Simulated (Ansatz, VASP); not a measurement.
# One calculation of InSb, two programs

The input INCAR:

```
SYSTEM = InSb
  PREC = Accurate
  ENCUT = 500
  EDIFF = 1E-6
  ISMEAR = 0
  SIGMA = 0.01
  LREAL = .False.
  LASPH = .True.
  NELM = 120
  ALGO = Normal
  ISIF = 2
  LWAVE = .False.
  LCHARG = .False.
  GGA = PS
  NBANDS = 16
  GGA_COMPAT = .False.
```

The input KPOINTS:

```
regular mesh
0
Gamma
  14 14 14
  0 0 0
```

Contents of POSCAR:

```
InSb
1.0
    0.0000000000      3.2598779557      3.2598779557
    3.2598779557      0.0000000000      3.2598779557
    3.2598779557      3.2598779557      0.0000000000
In Sb
1 1
Direct
    0.0000000000      0.0000000000      0.0000000000
    0.2500000000      0.2500000000      0.2500000000
```

Input for Ansatz:

```yaml
crystal:
  lattice:
    - [0.0, 3.2598779557, 3.2598779557]
    - [3.2598779557, 0.0, 3.2598779557]
    - [3.2598779557, 3.2598779557, 0.0]
  atoms:
    - { symbol: In, position: [0.0, 0.0, 0.0] }
    - { symbol: Sb, position: [0.25, 0.25, 0.25] }
basis:
  ecutwfc: 420
kpoints:
  mp_grid: { grid: [14, 14, 14] }
  band_path:
    path:
      - [0.0, 0.0, 0.0]
      - [0.0, 0.0, 0.0]
      - [0.4097495079, 0.4097495079, 0.0]
      - [0.5, 0.5, 0.5]
      - [0.0062259083, 0.0062259083, 0.0]
      - [-0.0062259083, -0.0062259083, 0.0]
      - [0.0071890597, 0.0071890597, 0.0071890597]
      - [-0.0071890597, -0.0071890597, -0.0071890597]
      - [0.0062259083, 0.0062259083, 0.0]
      - [-0.0062259083, -0.0062259083, 0.0]
      - [0.4159754161, 0.4159754161, 0.0]
      - [0.4035235996, 0.4035235996, 0.0]
      - [0.4097495079, 0.4159754161, 0.0062259083]
      - [0.4097495079, 0.4035235996, -0.0062259083]
      - [0.5071890597, 0.5071890597, 0.5071890597]
      - [0.4928109403, 0.4928109403, 0.4928109403]
      - [0.495597618, 0.504402382, 0.5]
      - [0.504402382, 0.495597618, 0.5]
    npoints: 1
hamiltonian:
  xc: pbesol
  pseudopotentials: { kind: paw }
scf:
  occupations: { method: gaussian, width: 0.01 }
  n_extra_bands: 5
output:
  forces: true
  stress: true
  eigenvalues: true
```

Alike in both runs: task single point; functional PBEsol; k mesh 14 × 14 × 14; occupations gaussian, width 0.01 eV; no spin polarisation.

|  | VASP | Ansatz |
| --- | --- | --- |
| version | VASP 6.6.1 | Ansatz 0.2.0 |
| potentials or method | VASP PAW PBE potentials, release 64 (In_d, Sb), cutoff 500 eV | scalar-relativistic, plane waves, PAW |
| valence electrons in the cell | 18 | 28 |

|  | VASP | Ansatz | Ansatz less VASP |
| --- | --- | --- | --- |
| gap on the k mesh at the Fermi level (eV) | none | none | - |
| pressure (GPa) | 0.0 | 0.0 | -0.02 |

VASP's potentials were made for PBE, not for PBEsol. A gap of «none» marks a metal or a gap that the smearing closes. The functional is the same, so the differences come from potentials, cutoffs and numerics. VASP's potentials hold 18 valence electrons a cell and Ansatz's 28, so a difference there can come from the potentials and not from the codes.

Neither program's run includes spin-orbit coupling.
